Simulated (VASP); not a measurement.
## Mo3H: single point with PBE

Mo3H:

```xyz
4
Lattice="4.9385 0.0000 0.0000 0.0000 4.9385 0.0000 0.0000 0.0000 2.5652" Properties=species:S:1:pos:R:3 pbc="T T T"
H     0.0000    0.0000    0.0000
Mo    2.4692    2.4692    1.2826
Mo    0.0000    2.4692    1.2826
Mo    2.4692    0.0000    1.2826
```

| Property | Result |
| --- | --- |
| Program | VASP 6.6.1 |
| Task | single point |
| Functional | PBE |
| Potentials or basis | VASP PAW PBE potentials, release 64 (H, Mo_sv) |
| Cutoff | 520 eV |
| k mesh | 5 × 5 × 5 |
| Occupations | gaussian, width 0.2 eV |
| Spin | no spin polarisation |

```yaml
Pressure: 0.6 GPa
```

Levels at points of the mesh, in eV from the Fermi level:
```tsv
k point	band 18	band 19	band 20	band 21	band 22	band 23	band 24	band 25
(0.00, 0.00, 0.00)	-3.27	-2.19	0.74	0.74	0.96	0.96	1.11	2.34
```

Wall time 49 s on 1 thread of Intel(R) Xeon(R) Platinum 8259CL CPU @ 2.50GHz (Skylake/Cascade Lake), on a shared host, peak memory 0.19 GiB.

Caveat: the k points lie up to 0.49 Å⁻¹ apart.
